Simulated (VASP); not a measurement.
Here is a VASP 6.6.1 calculation.

INCAR

```
SYSTEM = Cu12Cl
  PREC = Accurate
  ENCUT = 520
  EDIFF = 1E-6
  ISMEAR = 0
  SIGMA = 0.1
  LREAL = .False.
  LASPH = .True.
  NELM = 60
  ALGO = Normal
  ISIF = 2
  LWAVE = .False.
  LCHARG = .False.
  LDIPOL = .True.
  IDIPOL = 3
  DIPOL = 0.5 0.5 0.317
  GGA = PE
  NBANDS = 82
```

File KPOINTS:

```
Automatic mesh
0
Gamma
  5 5 1
  0 0 0
```

The input POSCAR:

```
Cu12Cl
1.0
    5.1319544654      0.0000000000      0.0000000000
    0.0000000000      5.1319544654      0.0000000000
    0.0000000000      0.0000000000     19.0279314150
Cu Cl
12 1
Direct
    0.2500000000      0.2500000000      0.2102172807
    0.2500000000      0.7500000000      0.2102172807
    0.7500000000      0.2500000000      0.2102172807
    0.7500000000      0.7500000000      0.2102172807
    0.0000000000      0.0000000000      0.3029241254
    0.0000000000      0.5000000000      0.3029241254
    0.5000000000      0.0000000000      0.3029241254
    0.5000000000      0.5000000000      0.3029241254
    0.2500000000      0.2500000000      0.3956253179
    0.2500000000      0.7500000000      0.3956253179
    0.7500000000      0.2500000000      0.3956253179
    0.7500000000      0.7500000000      0.3956253179
    0.4166666667      0.5000000000      0.4898309847
```

Potentials or basis: VASP PAW PBE potentials, release 64 (Cu, Cl).

Command:

```bash
$ cat potpaw_PBE.64/Cu/POTCAR potpaw_PBE.64/Cl/POTCAR > POTCAR
$ mpirun -np 1 vasp_std > vasp.out
```

(1) Estimate the largest force.

Results:

(1) 0.358 eV/Å.

Caveat: an odd number of electrons without spin polarisation forces a metal; a magnetic or distorted state may lie lower.
